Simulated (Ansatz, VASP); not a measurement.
## One calculation of CaSe, two programs

```
CELL_PARAMETERS angstrom
4.14959 0.00000 0.00000
-2.07480 3.59365 0.00000
0.00000 0.00000 25.06446
ATOMIC_POSITIONS crystal
Ca 0.00000 0.00000 0.00421
Ca 0.33333 0.66667 0.14286
Ca 0.66667 0.33333 0.28151
Ca 0.00000 0.00000 0.42370
Ca 0.66667 0.33333 0.56975
Ca 0.00000 0.00000 0.71596
Ca 0.66667 0.33333 0.86201
Se 0.66667 0.33333 0.07351
Se 0.00000 0.00000 0.21221
Se 0.33333 0.66667 0.35104
Se 0.33333 0.66667 0.49672
Se 0.33333 0.66667 0.64286
Se 0.33333 0.66667 0.78899
Se 0.33333 0.66667 0.93468
```

Alike in both runs: functional PBE; k mesh 9 × 9 × 2; occupations gaussian, width 0.02 eV; no spin polarisation.

Ansatz relaxed the structure, and its values are those at the end. VASP's run is a single point on that final structure, the one shown.

|  | VASP | Ansatz |
| --- | --- | --- |
| version | VASP 6.6.1 | Ansatz 0.2.0 |
| potentials or method | VASP PAW PBE potentials, release 64 (Ca_sv, Se), cutoff 520 eV | scalar-relativistic, plane waves, PAW |
| valence electrons in the cell | 112 | 182 |

```csv
,VASP,Ansatz,Ansatz less VASP
gap on the k mesh at the Fermi level (eV),1.83,1.84,+0.008
least direct gap on the mesh (eV),2.14,2.14,+0.006
pressure (GPa),0.2,0.0,-0.16
```

VASP's potentials hold 112 valence electrons a cell and Ansatz's 182, so a difference there can come from the potentials and not from the codes.
